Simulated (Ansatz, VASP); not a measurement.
NaH: VASP beside Ansatz

File INCAR:

```
SYSTEM = NaH
PREC     = Accurate       ! precision mode
ENCUT    = 600            ! plane-wave cutoff, eV
EDIFF    = 1E-7           ! SCF threshold, eV
ISMEAR   = 0              ! smearing method
SIGMA    = 0.02           ! smearing width, eV
LREAL    = .False.        ! projectors in reciprocal space
LASPH    = .True.         ! aspherical terms in the spheres
NELM     = 80             ! most SCF steps
ALGO     = Normal         ! electronic algorithm
ISIF     = 3              ! what is computed and relaxed
LWAVE    = .False.        ! write WAVECAR
LCHARG   = .False.        ! write CHGCAR
GGA      = PE             ! functional
IBRION   = 2              ! ionic algorithm
NSW      = 90             ! ionic steps
EDIFFG   = -0.02          ! ionic threshold
```

File KPOINTS:

```
regular mesh
0
Gamma
  8 8 8
  0 0 0
```

File POSCAR:

```
NaH
1.0
    0.0000000000      2.4400000000      2.4400000000
    2.4400000000      0.0000000000      2.4400000000
    2.4400000000      2.4400000000      0.0000000000
Na H
1 1
Direct
    0.0000000000      0.0000000000      0.0000000000
    0.5000000000      0.5000000000      0.5000000000
```

Input for Ansatz:

```yaml
crystal:
  lattice:
    - [0.0, 2.44, 2.44]
    - [2.44, 0.0, 2.44]
    - [2.44, 2.44, 0.0]
  atoms:
    - { symbol: Na, position: [0.0, 0.0, 0.0] }
    - { symbol: H, position: [0.5, 0.5, 0.5] }
basis:
  ecutwfc: 420
kpoints:
  mp_grid: { grid: [8, 8, 8] }
hamiltonian:
  xc: pbe
scf:
  occupations: { method: gaussian, width: 0.02 }
output:
  forces: true
  stress: true
  eigenvalues: true
  write_density: true
  write_potential: true
  elf: true
  volumetric_format: npy
relax:
  adjacent_minimum: "off"
  f_tol: 0.02
  max_steps: 70
  cell: { stress_tol: 0.1 }
```

Alike in both runs: task relaxation of cell and atoms; functional PBE; k mesh 8 × 8 × 8; occupations gaussian, width 0.02 eV; no spin polarisation.

|  | VASP | Ansatz |
| --- | --- | --- |
| version | VASP 6.6.1 | Ansatz 0.2.0 |
| potentials or method | VASP PAW PBE potentials, release 64 (Na_pv, H), cutoff 600 eV | scalar-relativistic, plane waves, PAW |
| valence electrons in the cell | 8 | 10 |

VASP gave:

| Item | Value |
| --- | --- |
| gap on the k mesh at the Fermi level, each at its own relaxed structure (eV) | 3.75 |
| relaxed volume (Å³/atom) | 14.16 |
| relaxed cell length with the largest relative difference (Å) | 3.421 |

Problem. Which values does Ansatz return?

Solution. gap on the k mesh at the Fermi level, each at its own relaxed structure (eV): 3.76; relaxed volume (Å³/atom): 14.10; relaxed cell length with the largest relative difference (Å): 3.417.

VASP's potentials hold 8 valence electrons a cell and Ansatz's 10, so a difference there can come from the potentials and not from the codes.
